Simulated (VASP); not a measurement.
# SnSe2 (P-3m1) in VASP: further runs

The runs below take SnSe2 through single point, with PBE.

All numbers are computed with VASP 6.6.1; they aren't measurements. Logs are shortened: lines on timing, memory, paths and dates and some standing lists are left out, and cuts for length are marked.

**The experiment to reproduce.**

“Temperature Dependent Excitonic Transition Energy and Enhanced Electron-Phonon Coupling in Layered Ternary SnS2-xSex Semiconductors with Fully Tunable Stoichiometry”, 2021, pmc:8069899 reports, for a bulk crystal of SnSe2 at 300 K: band gap 1.207 eV (an exciton energy, a little under the gap).

The runs below are set against these values where they give the same quantity.

### Step 1. The cell of the first run

It takes space group P-3m1 (No. 164, trigonal). Conventional cell: a = 3.845 Å, b = 3.845 Å, c = 6.190 Å, α = 90.00°, β = 90.00°, γ = 120.00°. Sn (site symmetry -3m) has 6 Se at 2.70 Å within 3.6 Å. Within 3.6 Å of Se (site symmetry 3m) lie 3 Sn at 2.70 Å.

### Step 2. Single point, PBE

INCAR

```
SYSTEM = SnSe2
PREC = Accurate
ENCUT = 520
EDIFF = 1E-6
ISMEAR = 1
SIGMA = 0.1
LREAL = .False.
LASPH = .True.
NELM = 100
ALGO = Normal
ISIF = 2
LWAVE = .False.
LCHARG = .False.
GGA = PE
NBANDS = 20
```

KPOINTS

```
Automatic mesh
0
Gamma
  6 6 4
  0 0 0
```

POSCAR

```
SnSe2
1.0
    3.8445788227      0.0000000000      0.0000000000
   -1.9222894113      3.3295000887      0.0000000000
    0.0000000000      0.0000000000      6.1900644597
Sn Se
1 2
Direct
    0.0000000000      0.0000000000      0.0000000000
    0.3333333333      0.6666666667      0.2490000000
    0.6666666667      0.3333333333      0.7510000000
```

Potentials or basis: VASP PAW PBE potentials, release 64 (Sn_d, Se).

Started as:

```sh
$ cat potpaw_PBE.64/Sn_d/POTCAR potpaw_PBE.64/Se/POTCAR > POTCAR
$ mpirun -np 1 vasp_std > vasp.out
```

OUTCAR:

```text
SYSTEM = SnSe2
   PREC = Accurate
   ENCUT = 520
   EDIFF = 1E-6
   ISMEAR = 1
   LREAL = .False.
   LASPH = .True.
   NELM = 100
   ISIF = 2
   GGA = PE

 ion  position               nearest neighbor table
   1  0.000  0.000  0.000-   2 2.70   3 2.70   3 2.70   2 2.70   3 2.70   2 2.70
   2  0.333  0.667  0.249-   1 2.70   1 2.70   1 2.70
   3  0.667  0.333  0.751-   1 2.70   1 2.70   1 2.70

  LATTYP: Found a hexagonal cell.
 ALAT       =     3.8445788227
 C/A-ratio  =     1.6100760955

  Lattice vectors:

 A1 = (   3.8445788227,   0.0000000000,   0.0000000000)
 A2 = (  -1.9222894113,   3.3295000887,   0.0000000000)
 A3 = (   0.0000000000,   0.0000000000,   6.1900644597)

Analysis of symmetry for initial positions (statically):
=====================================================================
 Subroutine PRICEL returns:
 Original cell was already a primitive cell.

 Routine SETGRP: Setting up the symmetry group for a
 hexagonal supercell.

 Subroutine GETGRP returns: Found 12 space group operations
 (whereof 12 operations were pure point group operations)
 out of a pool of 24 trial point group operations.

The static configuration has the point symmetry D_3d.

Analysis of symmetry for dynamics (positions and initial velocities):
=====================================================================
 Subroutine PRICEL returns:
 Original cell was already a primitive cell.

 Routine SETGRP: Setting up the symmetry group for a
 hexagonal supercell.

 Subroutine GETGRP returns: Found 12 space group operations
 (whereof 12 operations were pure point group operations)
 out of a pool of 24 trial point group operations.

The dynamic configuration has the point symmetry D_3d.

 Subroutine INISYM returns: Found 12 space group operations
 (whereof 12 operations are pure point group operations),
 and found     1 'primitive' translations

----------------------------------------------------------------------------------------

                                     Primitive cell

  volume of cell :      79.2361

  direct lattice vectors                    reciprocal lattice vectors
     3.844578823  0.000000000  0.000000000     0.260106515  0.150172695  0.000000000
    -1.922289411  3.329500089  0.000000000     0.000000000  0.300345389  0.000000000
     0.000000000  0.000000000  6.190064460     0.000000000  0.000000000  0.161549206

  length of vectors
     3.844578823  3.844576364  6.190064460     0.300345197  0.300345389  0.161549206

  position of ions in fractional coordinates (direct lattice)
     0.000000000  0.000000000  0.000000000
     0.333333333  0.666666667  0.249000000
     0.666666667  0.333333333  0.751000000

  ion indices of the primitive-cell ions
   primitive index   ion index
                 1           1
                 2           2
                 3           3

----------------------------------------------------------------------------------------

 KPOINTS: Automatic mesh

Automatic generation of k-mesh.
 Grid dimensions read from file:
 generate k-points for:    6    6    4

 Generating k-lattice:

  Cartesian coordinates                     Fractional coordinates (reciprocal lattice)
     0.043351086  0.025028782  0.000000000     0.166666667  0.000000000  0.000000000
     0.000000000  0.050057565  0.000000000     0.000000000  0.166666667  0.000000000
     0.000000000  0.000000000  0.040387302     0.000000000  0.000000000  0.250000000

  Length of vectors
     0.050057533  0.050057565  0.040387302

  Shift w.r.t. Gamma in fractional coordinates (k-lattice)
     0.000000000  0.000000000  0.000000000

 Subroutine IBZKPT returns following result:
 ===========================================

 Found     24 irreducible k-points:

 Following reciprocal coordinates:
            Coordinates               Weight
  0.000000  0.000000  0.000000      1.000000
  0.166667 -0.000000  0.000000      6.000000
  0.333333 -0.000000  0.000000      6.000000
  0.500000  0.000000  0.000000      3.000000
  0.166667  0.166667  0.000000      6.000000
  0.333333  0.166667  0.000000     12.000000
[... 16 lines left out ...]
  0.333333  0.166667  0.500000     12.000000
  0.333333  0.333333  0.500000      2.000000
   k-points           NKPTS =     24   k-points in BZ     NKDIM =     24   number of bands    NBANDS=     20
   number of dos      NEDOS =    301   number of ions     NIONS =      3
   total plane-waves  NPLWV =  43200
   dimension x,y,z NGX =    30 NGY =   30 NGZ =   48
   dimension x,y,z NGXF=    60 NGYF=   60 NGZF=   96
   ions per type =               1   2
   NGX,Y,Z   is equivalent  to a cutoff of  12.97, 12.97, 12.89 a.u.
   NGXF,Y,Z  is equivalent  to a cutoff of  25.94, 25.95, 25.78 a.u.
 SYSTEM =  SnSe2
   PREC   = accura    normal or accurate (medium, high low for compatibility)
   ISTART =      0    job   : 0-new  1-cont  2-samecut
   ICHARG =      2    charge: 1-file 2-atom 10-const
   ISPIN  =      1    spin polarized calculation?
   LNONCOLLINEAR =      F non collinear calculations
   LSORBIT =      F    spin-orbit coupling
   LASPH  =      T    aspherical Exc in radial PAW
   ENCUT  =  520.0 eV  38.22 Ry    6.18 a.u.   7.15  7.15 11.51*2*pi/ulx,y,z
   NELM   =    100;   NELMIN=  2; NELMDL= -5     # of ELM steps
   EDIFF  = 0.1E-05   stopping-criterion for ELM
   LREAL  =      F    real-space projection
   EDIFFG = 0.1E-04   stopping-criterion for IOM
   NSW    =      0    number of steps for IOM
   IBRION =     -1    ionic relax: 0-MD 1-quasi-New 2-CG
   NFREE  =      0    steps in history (QN), initial steepest desc. (CG)
   ISIF   =      2    stress and relaxation
   ISYM   =      2    0-nonsym 1-usesym 2-fastsym
   POTIM  = 0.5000    time-step for ionic-motion
   TEBEG  =    0.0;   TEEND  =   0.0 temperature during run
   PSTRESS=    0.0 pullay stress
   NELECT =      26.0000    total number of electrons
   NUPDOWN=      -1.0000    fix difference up-down
   EMIN   =  10.00;   EMAX   =-10.00  energy-range for DOS
   EFERMI =   0.00;   METHOD = LEGACY
   ISMEAR =     1;   SIGMA  =   0.10  broadening in eV -4-tet -1-fermi 0-gaus
   EFERMI_NEDOS =   21; number of points for ismear=-14 and -15
   IALGO  =     38    algorithm
   IMIX   =      4    mixing-type and parameters
     AMIX     =   0.40;   BMIX     =  1.00
     AMIX_MAG =   1.60;   BMIX_MAG =  1.00
  volume/ion in A,a.u.               =      26.41       178.24
  Fermi-wavevector in a.u.,A,eV,Ry     =   1.129167  2.133817 17.347684  1.275019
  Thomas-Fermi vector in A             =   2.265860
   LORBIT       =      0    0 simple, 1 ext, 2 COOP (PROOUT), +10 PAW based schemes
   GGA     = PE    functional components
   LHFCALC =     F    Hartree Fock is set to
   AEXX    =    0.0000 exact exchange contribution
   IVDW    =     0    specifies the selected vdW correction
   LEPSILON=     F    determine dielectric tensor
   LRPA    =     F    only Hartree local field effects (RPA)
 non-spin polarized calculation
 Methfessel and Paxton  Order N= 1 SIGMA  =   0.10
  energy-cutoff  :      520.00
  volume of cell :       79.24
 maximum number of plane-waves:      2160
 NGX is ok and might be reduce to    30
   NGX = 15   NGY = 15   NGZ = 23

 number of electron      25.9999993 magnetization

 Free energy of the ion-electron system (eV)
  ---------------------------------------------------
  ext. energy  EPLUGINS =         0.00000000
  ---------------------------------------------------
  free energy    TOTEN  =       -11.79613534 eV

  energy without entropy =      -11.79736784  energy(sigma->0) =      -11.79654617

 E-fermi :   3.9211     XC(G=0):  -9.3345

 val. band max:        3.8811863671   @ k =   0.0000   0.0000   0.0000
 cond. band min:       4.6773507614   @ k =   0.5000   0.0000   0.2500
 fundamental gap:      0.7961643943
 Fermi energy:         3.9210847357

 k-point     1 :       0.0000    0.0000    0.0000
  band No.  band energies     occupation
      1     -17.3434      2.00000
      2     -17.3434      2.00000
      3     -17.3104      2.00000
      4     -17.2963      2.00000
      5     -17.2963      2.00000
      6      -9.9117      2.00000
[... 12 lines left out ...]
     19      12.8089      0.00000
     20      12.8089      0.00000

 k-point     2 :       0.1667   -0.0000    0.0000
  band No.  band energies     occupation
      1     -17.3557      2.00000
      2     -17.3358      2.00000
      3     -17.3051      2.00000
      4     -17.2994      2.00000
      5     -17.2939      2.00000
      6      -9.6474      2.00000
[... 12 lines left out ...]
     19      12.1601      0.00000
     20      13.0831      0.00000

 k-point     3 :       0.3333   -0.0000    0.0000
  band No.  band energies     occupation
      1     -17.3833      2.00000
      2     -17.3274      2.00000
      3     -17.3125      2.00000
      4     -17.2848      2.00000
      5     -17.2820      2.00000
      6      -8.9439      2.00000
[... 12 lines left out ...]
     19      12.7756      0.00000
     20      13.6249      0.00000

 k-point     4 :       0.5000    0.0000    0.0000
  band No.  band energies     occupation
      1     -17.3976      2.00000
      2     -17.3263      2.00000
      3     -17.3167      2.00000
      4     -17.2764      2.00000
      5     -17.2729      2.00000
      6      -8.3365      2.00000
[... 12 lines left out ...]
     19      13.7772      0.00000
     20      14.4796      0.00000

 k-point     5 :       0.1667    0.1667    0.0000
  band No.  band energies     occupation
      1     -17.3701      2.00000
      2     -17.3345      2.00000
      3     -17.3049      2.00000
      4     -17.2980      2.00000
      5     -17.2825      2.00000
      6      -9.1576      2.00000
[... 12 lines left out ...]
     19      10.9305      0.00000
     20      13.9808      0.00000
[... 353 lines left out ...]
      6      -8.2463      2.00000
[... 12 lines left out ...]
     19      13.6646      0.00000
     20      14.4902      0.00000

 k-point    22 :       0.1667    0.1667    0.5000
  band No.  band energies     occupation
      1     -17.3703      2.00000
      2     -17.3345      2.00000
      3     -17.3049      2.00000
      4     -17.2979      2.00000
      5     -17.2825      2.00000
      6      -9.0101      2.00000
[... 12 lines left out ...]
     19      11.9251      0.00000
     20      13.0376      0.00000

 k-point    23 :       0.3333    0.1667    0.5000
  band No.  band energies     occupation
      1     -17.3840      2.00000
      2     -17.3374      2.00000
      3     -17.3084      2.00000
      4     -17.2854      2.00000
      5     -17.2751      2.00000
      6      -8.3076      2.00000
[... 12 lines left out ...]
     19      12.3304      0.00000
     20      13.5140      0.00000

 k-point    24 :       0.3333    0.3333    0.5000
  band No.  band energies     occupation
      1     -17.3627      2.00000
      2     -17.3627      2.00000
      3     -17.2926      2.00000
      4     -17.2926      2.00000
      5     -17.2803      2.00000
      6      -7.8894      2.00000
[... 12 lines left out ...]
     19      12.8974      0.00000
     20      12.9262      0.00000

------------------------ aborting loop because EDIFF is reached ----------------------------------------

  FORCE on cell =-STRESS in cart. coord.  units (eV):
  Direction    XX          YY          ZZ          XY          YZ          ZX
  --------------------------------------------------------------------------------------
  -------------------------------------------------------------------------------------
  Total        1.5691451      1.5691425      2.2012823      0.0000000     -0.0000000      0.0000000
  in kB       31.7285868     31.7285327     44.5105899      0.0000000     -0.0000000      0.0000000
  external PRESSURE =      35.9892365 kB  Pullay stress =       0.0000000 kB

 VOLUME and BASIS-vectors are now :
 -----------------------------------------------------------------------------
  energy-cutoff  :      520.00
  volume of cell :       79.24
      direct lattice vectors                 reciprocal lattice vectors
     3.844578823  0.000000000  0.000000000     0.260106515  0.150172695  0.000000000
    -1.922289411  3.329500089  0.000000000     0.000000000  0.300345389  0.000000000
     0.000000000  0.000000000  6.190064460     0.000000000  0.000000000  0.161549206

 POSITION                                       TOTAL-FORCE (eV/Angst)
 -----------------------------------------------------------------------------------
      0.00000      0.00000      0.00000         0.000000      0.000000     -0.000000
     -0.00000      2.21967      1.54133        -0.000000      0.000000      0.533035
      1.92229      1.10983      4.64874         0.000000      0.000000     -0.533035
 -----------------------------------------------------------------------------------
    total drift:                                0.000000     -0.000000      0.000000

  FREE ENERGIE OF THE ION-ELECTRON SYSTEM (eV)
  ---------------------------------------------------
  free  energy   TOTEN  =       -11.7961353362 eV

  energy  without entropy=      -11.7973678435  energy(sigma->0) =      -11.79654617
```

Run time: 53 s. Hardware: 1 thread of Intel Xeon 8259CL, shared host; peak memory 0.21 GiB.

What came out:

- Free energy: -11.7961 eV
- Pressure: 3.6 GPa
- Largest force: 0.533 eV/Å
- Band gap on the k mesh: 0.80 eV, indirect (least direct gap 0.98 eV)

Forces in eV/Å, atoms in the order of the input:
```
Sn   0.000  0.000  0.000
Se   0.000  0.000  0.533
Se   0.000  0.000 -0.533
```

Levels at points of the mesh, in eV from the valence-band top:
```tsv
k point	band 11	band 12	band 13	band 14	band 15	band 16
(0.00, 0.00, 0.00)	-0.36	-0.36	0.00	0.98	2.94	4.60
(0.50, 0.00, 0.00)	-2.57	-1.13	-0.28	1.13	3.78	5.44
(0.00, 0.00, 0.50)	-0.75	-0.22	-0.22	2.33	2.89	4.34
(0.50, 0.00, 0.50)	-1.93	-0.79	-0.65	0.84	4.26	4.86
```

Caveat: spin-orbit coupling is left out, which moves the levels of the heavy elements; this functional lacks dispersion, which binds the layers, so the pressure and a relaxed spacing across them are unreliable. A k mesh can miss the band edges.

(Part 1 of 2 ends here.)
